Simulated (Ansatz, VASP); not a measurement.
One calculation of Be, two programs

```
Be
1.0
    -1.29071    1.29071    1.27192
     1.29071   -1.29071    1.27192
     1.29071    1.29071   -1.27192
Be
1
Direct
  0.00000 0.00000 0.00000
```

Change from the starting cell: strain +0.030 along x and y, +0.015 along z, atoms carried along.

Alike in both runs: task single point; functional PBEsol; k mesh 26 × 26 × 26; occupations gaussian, width 0.15 eV; no spin polarisation.

|  | VASP | Ansatz |
| --- | --- | --- |
| version | VASP 6.6.1 | Ansatz 0.2.0 |
| potentials or method | VASP PAW PBE potentials, release 64 (Be), cutoff 520 eV | scalar-relativistic, plane waves, PAW |
| valence electrons in the cell | 2 | 2 |

```tsv
	VASP	Ansatz	Ansatz less VASP
gap on the k mesh at the Fermi level (eV)	none	none	-
pressure (GPa)	-9.4	-9.7	-0.29
traceless stress, the component that is largest in VASP (GPa)	0.95	0.93	-0.013
```

VASP's potentials were made for PBE, not for PBEsol. A gap of «none» marks a metal or a gap that the smearing closes.
